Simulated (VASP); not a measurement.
Crystal: TiH.

```
Ti H
1.0
     2.94749    0.00000    0.00000
     0.00000    2.94749    0.00000
     0.00000    0.00000    4.56814
Ti H
2 2
Direct
  0.50000 0.00000 0.50000
  0.00000 0.50000 0.00000
  0.00000 0.00000 0.25000
  0.00000 0.00000 0.75000
```

| Property | Result |
| --- | --- |
| Program | VASP 6.6.1 |
| Task | relaxation of volume and atoms at fixed shape |
| Functional | PBEsol |
| Potentials or basis | VASP PAW PBE potentials, release 64 (Ti_sv, H) |
| Cutoff | 600 eV |
| k mesh | 7 × 7 × 5 |
| Occupations | methfessel-paxton, width 0.02 eV |
| Spin | no spin polarisation |

At the start: pressure -3.1 GPa; volume 9.92 Å³/atom.

Task: Where does the relaxation end?

Result: Over 3 steps the energy falls by 2.4 meV/atom and the volume is 9.69 Å³/atom (-2.4 %); space group P4_2/mmc (No. 131, to 0.05 Å).

Step by step:
| step | energy change (eV) | largest force (eV/Å) | pressure (GPa) | volume (Å³) |
| --- | --- | --- | --- | --- |
| 1 | 0.0000 | 0.0000 | -3.13 | 39.69 |
| 2 | -0.0091 | 0.0000 | 0.58 | 38.58 |
| 3 | -0.0094 | 0.0000 | 0.03 | 38.75 |

Final structure:
```
Ti H
1.0
     2.92400    0.00000    0.00000
     0.00000    2.92400    0.00000
     0.00000    0.00000    4.53173
Ti H
2 2
Direct
  0.50000 0.00000 0.50000
  0.00000 0.50000 0.00000
  0.00000 0.00000 0.25000
  0.00000 0.00000 0.75000
```

Caveat: the PAW data sets were made with another functional, which shifts forces and pressure a little.
